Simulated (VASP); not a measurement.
# CaCu2S2 (P-3m1) in VASP: a series of runs, part 2 of 2

VASP 6.6.1.

**3. Relaxation of cell and atoms, PBE**

This run uses another cell than the first one, of 17.54 Å³/atom, 1.008 times its volume.

INCAR

```
SYSTEM = CaCu2S2
PREC = Accurate
ENCUT = 600
EDIFF = 1E-7
ISMEAR = 0
SIGMA = 0.02
LREAL = .False.
LASPH = .True.
NELM = 100
ALGO = Normal
ISIF = 3
LWAVE = .False.
LCHARG = .False.
GGA = PE
IBRION = 2
NSW = 100
EDIFFG = -0.01
```

KPOINTS

```
Automatic mesh
0
Gamma
  9 9 4
  0 0 0
```

POSCAR

```
CaCu2S2
1.0
    3.9400000000      0.0000000000      0.0000000000
   -1.9700000000      3.4121400909      0.0000000000
    0.0000000000      0.0000000000      6.5230000000
Ca Cu S
1 2 2
Direct
    0.0000000000      0.0000000000      0.0000000000
    0.3333333333      0.6666666667      0.3764900000
    0.6666666667      0.3333333333      0.6235100000
    0.3333333333      0.6666666667      0.7463000000
    0.6666666667      0.3333333333      0.2537000000
```

Potentials or basis: VASP PAW PBE potentials, release 64 (Ca_sv, Cu, S).

The run is started by

```console
$ cat potpaw_PBE.64/Ca_sv/POTCAR potpaw_PBE.64/Cu/POTCAR potpaw_PBE.64/S/POTCAR > POTCAR
$ mpirun -np 1 vasp_std > vasp.out
```

OUTCAR:

```text
SYSTEM = CaCu2S2
   PREC = Accurate
   ENCUT = 600
   EDIFF = 1E-7
   ISMEAR = 0
   LREAL = .False.
   LASPH = .True.
   NELM = 100
   ISIF = 3
   GGA = PE
   IBRION = 2
   NSW = 100
   EDIFFG = -0.01

 ion  position               nearest neighbor table
   1  0.000  0.000  0.000-   4 2.81   5 2.81   4 2.81   5 2.81   5 2.81   4 2.81
   2  0.333  0.667  0.376-   5 2.41   5 2.41   5 2.41   4 2.41   3 2.79   3 2.79   3 2.79
   3  0.667  0.333  0.624-   4 2.41   4 2.41   4 2.41   5 2.41   2 2.79   2 2.79   2 2.79
   4  0.333  0.667  0.746-   3 2.41   3 2.41   3 2.41   2 2.41   1 2.81   1 2.81   1 2.81
   5  0.667  0.333  0.254-   2 2.41   2 2.41   2 2.41   3 2.41   1 2.81   1 2.81   1 2.81

  LATTYP: Found a hexagonal cell.
 ALAT       =     3.9400000000
 C/A-ratio  =     1.6555837563

  Lattice vectors:

 A1 = (   3.9400000000,   0.0000000000,   0.0000000000)
 A2 = (  -1.9700000000,   3.4121400909,   0.0000000000)
 A3 = (   0.0000000000,   0.0000000000,   6.5230000000)

Analysis of symmetry for initial positions (statically):
=====================================================================
 Subroutine PRICEL returns:
 Original cell was already a primitive cell.

 Routine SETGRP: Setting up the symmetry group for a
 hexagonal supercell.

 Subroutine GETGRP returns: Found 12 space group operations
 (whereof 12 operations were pure point group operations)
 out of a pool of 24 trial point group operations.

The static configuration has the point symmetry D_3d.

Analysis of symmetry for dynamics (positions and initial velocities):
=====================================================================
 Subroutine PRICEL returns:
 Original cell was already a primitive cell.

 Routine SETGRP: Setting up the symmetry group for a
 hexagonal supercell.

[... 150 lines left out ...]

 number of electron      44.0000011 magnetization

 Free energy of the ion-electron system (eV)
  ---------------------------------------------------
  ext. energy  EPLUGINS =         0.00000000
  ---------------------------------------------------
  free energy    TOTEN  =       -22.32240627 eV

  energy without entropy =      -22.32240627  energy(sigma->0) =      -22.32240627

------------------------ aborting loop because EDIFF is reached ----------------------------------------

  FORCE on cell =-STRESS in cart. coord.  units (eV):
  Direction    XX          YY          ZZ          XY          YZ          ZX
  --------------------------------------------------------------------------------------
  -------------------------------------------------------------------------------------
  Total       -0.2914728     -0.2914728     -0.1732229      0.0000000      0.0000000      0.0000000
  in kB       -5.3252273     -5.3252273     -3.1647945      0.0000000      0.0000000      0.0000000
  external PRESSURE =      -4.6050830 kB  Pullay stress =       0.0000000 kB
[... 98 lines left out ...]
  FREE ENERGIE OF THE ION-ELECTRON SYSTEM (eV)
  ---------------------------------------------------
  free  energy   TOTEN  =       -22.3286688571 eV

  energy  without entropy=      -22.3286688571  energy(sigma->0) =      -22.32866886

[... ionic steps 4 to 10 ...]

--------------------------------------- Ionic step       11  -------------------------------------------

 number of electron      44.0000011 magnetization

------------------------ aborting loop because EDIFF is reached ----------------------------------------
[... 73 lines left out ...]
--------------------------------------- Ionic step       13  -------------------------------------------

 number of electron      44.0000011 magnetization

 Free energy of the ion-electron system (eV)
  ---------------------------------------------------
  ext. energy  EPLUGINS =         0.00000000
  ---------------------------------------------------
  free energy    TOTEN  =       -22.33174924 eV

  energy without entropy =      -22.33174924  energy(sigma->0) =      -22.33174924

 E-fermi :   5.8351     XC(G=0): -10.4362

 val. band max:        5.6467132008   @ k =   0.0000   0.0000   0.0000
 cond. band min:       6.7288733271   @ k =   0.0000   0.0000   0.0000
 fundamental gap:      1.0821601262
 Fermi energy:         5.8351309324

 k-point     1 :       0.0000    0.0000    0.0000
  band No.  band energies     occupation
      1     -34.9976      2.00000
      2     -16.1079      2.00000
      3     -15.9968      2.00000
      4     -15.9968      2.00000
      5      -8.3894      2.00000
      6      -7.4865      2.00000
[... 685 lines left out ...]
     25       9.3941      0.00000
     26       9.4990      0.00000

 [... further k-points ...]

------------------------ aborting loop because EDIFF is reached ----------------------------------------

  FORCE on cell =-STRESS in cart. coord.  units (eV):
  Direction    XX          YY          ZZ          XY          YZ          ZX
  --------------------------------------------------------------------------------------
  -------------------------------------------------------------------------------------
  Total       -0.0071802     -0.0071802      0.0173720      0.0000000      0.0000000     -0.0000000
  in kB       -0.1318033     -0.1318033      0.3188869      0.0000000      0.0000000     -0.0000000
  external PRESSURE =       0.0184267 kB  Pullay stress =       0.0000000 kB
[... 20 lines left out ...]
  FREE ENERGIE OF THE ION-ELECTRON SYSTEM (eV)
  ---------------------------------------------------
  free  energy   TOTEN  =       -22.3317492413 eV

  energy  without entropy=      -22.3317492413  energy(sigma->0) =      -22.33174924

 reached required accuracy - stopping structural energy minimisation
```

Wall time 16 min (1 thread of AMD EPYC 7R43 (Zen 3), shared host); peak memory 0.29 GiB.

Results:

```yaml
Free_energy: -22.3317 eV
Relaxed_volume: 17.46 Å³/atom
Relaxed_cell: a = 3.927 Å, b = 3.927 Å, c = 6.536 Å, α = 90.00°, β = 90.00°, γ = 120.00°
Space_group_after_relaxing_to_0.05_Å: P-3m1 (No. 164)
Energy_gained_by_relaxing: 1.9 meV/atom
Ionic_steps: 13
Pressure_after_relaxing: 0.0 GPa
Largest_force_after_relaxing: 0.006 eV/Å
Band_gap_on_the_k_mesh: 1.08 eV, direct
```

Forces in eV/Å, atoms in the order of the input:
```
Ca   0.000  0.000  0.000
Cu   0.000  0.000 -0.001
Cu   0.000  0.000  0.001
S    0.000  0.000 -0.006
S    0.000  0.000  0.006
```

Step by step:
```tsv
step	energy change (eV)	largest force (eV/Å)	pressure (GPa)	volume (Å³)
1	0.0000	0.2602	-0.46	87.69
2	-0.0056	0.1273	0.15	87.06
3	-0.0063	0.0634	0.47	86.76
4	-0.0083	0.0449	0.09	87.23
5	-0.0085	0.0448	0.00	87.35
6	-0.0085	0.0448	-0.01	87.40
7	-0.0085	0.0448	-0.05	87.45
8	-0.0085	0.0449	-0.08	87.43
9	-0.0088	0.0358	-0.04	87.37
10	-0.0089	0.0223	0.01	87.30
11	-0.0092	0.0155	0.01	87.29
12	-0.0093	0.0105	0.04	87.29
13	-0.0093	0.0063	0.00	87.28
```

Final structure:
```xyz
5
Lattice="3.9267 0.0000 0.0000 -1.9633 3.4006 0.0000 0.0000 0.0000 6.5364" Properties=species:S:1:pos:R:3 pbc="T T T"
Ca    0.0000    0.0000    0.0000
Cu    0.0000    2.2671    2.4391
Cu    1.9633    1.1335    4.0973
S     0.0000    2.2671    4.8475
S     1.9633    1.1335    1.6889
```

Levels at points of the mesh, in eV from the valence-band top:
```tsv
k point	band 19	band 20	band 21	band 22	band 23	band 24	band 25	band 26
(0.00, 0.00, 0.00)	-0.65	-0.14	0.00	0.00	1.08	2.18	2.68	3.22
(0.00, 0.00, 0.50)	-0.54	-0.54	-0.30	-0.30	1.92	2.32	3.28	3.28
```

**4. Single point, PBE, collinear spin, ferromagnetic start**

This run uses another cell than the first one, of 17.54 Å³/atom, 1.008 times its volume.

INCAR

```
SYSTEM = CaCu2S2
PREC     = Accurate       ! precision mode
ENCUT    = 520            ! plane-wave cutoff, eV
EDIFF    = 1E-6           ! SCF threshold, eV
ISMEAR   = 0              ! smearing method
SIGMA    = 0.1            ! smearing width, eV
LREAL    = .FALSE.        ! projectors in reciprocal space
LASPH    = .TRUE.         ! aspherical terms in the spheres
NELM     = 150            ! most SCF steps
ALGO     = Normal         ! electronic algorithm
ISIF     = 2              ! what is computed and relaxed
LWAVE    = .FALSE.        ! write WAVECAR
LCHARG   = .TRUE.         ! write CHGCAR
ISPIN    = 2              ! spin polarisation
MAGMOM   = 0 1 1 0 0      ! initial moments
LORBIT   = 11             ! projections on sites
LMAXMIX  = 4              ! l up to which the mixer works
GGA      = PE             ! functional
LELF     = .TRUE.         ! ELF
LVHAR    = .TRUE.       
NBANDS   = 34             ! bands
```

KPOINTS

```
Automatic mesh
0
G
  6 6 4
  0 0 0
```

POSCAR is that of step 3.

The run is started by

```console
$ cat potpaw_PBE.64/Ca_sv/POTCAR potpaw_PBE.64/Cu/POTCAR potpaw_PBE.64/S/POTCAR > POTCAR
$ mpirun -np 1 vasp_std > vasp.out
```

Wall time 3.5 min (1 thread of AMD EPYC 7R43 (Zen 3), shared host); peak memory 0.27 GiB.

It converged, with:

```yaml
Free_energy: -22.3189 eV
Pressure: -0.5 GPa
Largest_force: 0.259 eV/Å
Band_gap_on_the_k_mesh: 1.10 eV, direct
Net_moment: 0.00 μB per cell
Valence_electrons_inside_the_program's_atomic_spheres: Ca 8.17; Cu 9.93; S 3.72
```

Forces on the atoms (eV/Å):
```
Ca   0.000  0.000  0.000
Cu   0.000  0.000 -0.002
Cu   0.000  0.000  0.002
S    0.000  0.000 -0.259
S    0.000  0.000  0.259
```

Stress tensor (GPa, compression positive):
```
-0.53  0.00  0.00
 0.00 -0.53  0.00
 0.00  0.00 -0.34
```

Levels at points of the mesh, in eV from the valence-band top:
Spin up:
| k point | band 19 | band 20 | band 21 | band 22 | band 23 | band 24 | band 25 | band 26 |
| --- | --- | --- | --- | --- | --- | --- | --- | --- |
| (0.00, 0.00, 0.00) | -0.64 | -0.14 | 0.00 | 0.00 | 1.10 | 2.28 | 2.81 | 3.29 |
| (0.50, 0.00, 0.00) | -1.63 | -1.59 | -1.42 | -0.62 | 2.03 | 3.30 | 4.02 | 5.06 |
| (0.00, 0.00, 0.50) | -0.56 | -0.56 | -0.28 | -0.28 | 2.01 | 2.38 | 3.35 | 3.35 |
| (0.50, 0.00, 0.50) | -1.62 | -1.59 | -0.76 | -0.48 | 1.99 | 2.97 | 3.03 | 4.29 |
Spin down:
```tsv
k point	band 20	band 21	band 22	band 23	band 24	band 25
(0.00, 0.00, 0.00)	-0.14	0.00	0.00	1.10	2.28	2.81
(0.50, 0.00, 0.00)	-1.59	-1.42	-0.62	2.03	3.30	4.02
(0.00, 0.00, 0.50)	-0.56	-0.28	-0.28	2.01	2.38	3.35
(0.50, 0.00, 0.50)	-1.59	-0.76	-0.48	1.99	2.97	3.03
```

**5. Overview**

| task | spin | cell | k mesh | cutoff (eV) | smearing | gap on the mesh (eV) | pressure (GPa) | largest force (eV/Å) |
| --- | --- | --- | --- | --- | --- | --- | --- | --- |
| single point | off | a = 3.922, b = 3.922, c = 6.534 Å, angles 90.0, 90.0, 120.0°, 5 atoms | 9 × 9 × 4 | 520 | gaussian 0.02 eV | 1.09 | 0.3 | - |
| relaxation of cell and atoms | off | relaxed from a = 3.940, b = 3.940, c = 6.523 Å, angles 90.0, 90.0, 120.0°, 5 atoms | 9 × 9 × 4 | 600 | gaussian 0.02 eV | 1.08 | 0.0 | 0.01 |
| single point | collinear, ferromagnetic start | a = 3.940, b = 3.940, c = 6.523 Å, angles 90.0, 90.0, 120.0°, 5 atoms | 6 × 6 × 4 | 520 | gaussian 0.1 eV | 1.10 | -0.5 | 0.26 |

Alike in all rows: level PBE; potentials or basis VASP PAW PBE potentials, release 64 (Ca_sv, Cu, S).

Absolute energies hang on the potentials; compare differences alone.
